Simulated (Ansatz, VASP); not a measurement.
**MgO in VASP and in Ansatz**

INCAR

```
SYSTEM = MgO
PREC     = Accurate       ! precision mode
ENCUT    = 840            ! plane-wave cutoff, eV
EDIFF    = 1E-6           ! SCF threshold, eV
ISMEAR   = 1              ! smearing method
SIGMA    = 0.5            ! smearing width, eV
LREAL    = .False.        ! projectors in reciprocal space
LASPH    = .True.         ! aspherical terms in the spheres
NELM     = 120            ! most SCF steps
ALGO     = Normal         ! electronic algorithm
ISIF     = 2              ! what is computed and relaxed
LWAVE    = .False.        ! write WAVECAR
LCHARG   = .True.         ! write CHGCAR
GGA      = PE             ! functional
LELF     = .True.         ! ELF
LVHAR    = .True.       
NBANDS   = 15             ! bands
GGA_COMPAT= .False.
```

Contents of KPOINTS:

```
regular mesh
0
Gamma
  6 6 6
  0 0 0
```

The input POSCAR:

```
MgO
1.0
    2.6233491285      0.0000000000      0.0000000000
    0.0000000000      2.6233491285      0.0000000000
    0.0000000000      0.0000000000      2.6233491285
Mg O
1 1
Direct
    0.0000000000      0.0000000000      0.0000000000
    0.5000000000      0.5000000000      0.5000000000
```

Input for Ansatz:

```yaml
crystal:
  lattice:
    - [2.6233491285, 0.0, 0.0]
    - [0.0, 2.6233491285, 0.0]
    - [0.0, 0.0, 2.6233491285]
  atoms:
    - { symbol: Mg, position: [0.0, 0.0, 0.0] }
    - { symbol: O, position: [0.5, 0.5, 0.5] }
kpoints:
  mp_grid: { grid: [6, 6, 6] }
hamiltonian:
  xc: pbe
scf:
  occupations: { method: methfessel_paxton, width: 0.5 }
  n_extra_bands: 4
output:
  forces: true
  stress: true
  eigenvalues: true
```

Alike in both runs: task single point; functional PBE; k mesh 6 × 6 × 6; occupations methfessel-paxton of order 1, width 0.5 eV; no spin polarisation.

|  | VASP | Ansatz |
| --- | --- | --- |
| version | VASP 6.6.1 | Ansatz 0.2.0 |
| potentials or method | VASP PAW PBE potentials, release 64 (Mg_sv, O) | plane waves |
| plane-wave cutoff (eV) | 840 | 420 |
| valence electrons in the cell | 16 | 16 |

|  | VASP | Ansatz | Ansatz less VASP |
| --- | --- | --- | --- |
| pressure (GPa) | 6.0 | 6.2 | +0.17 |
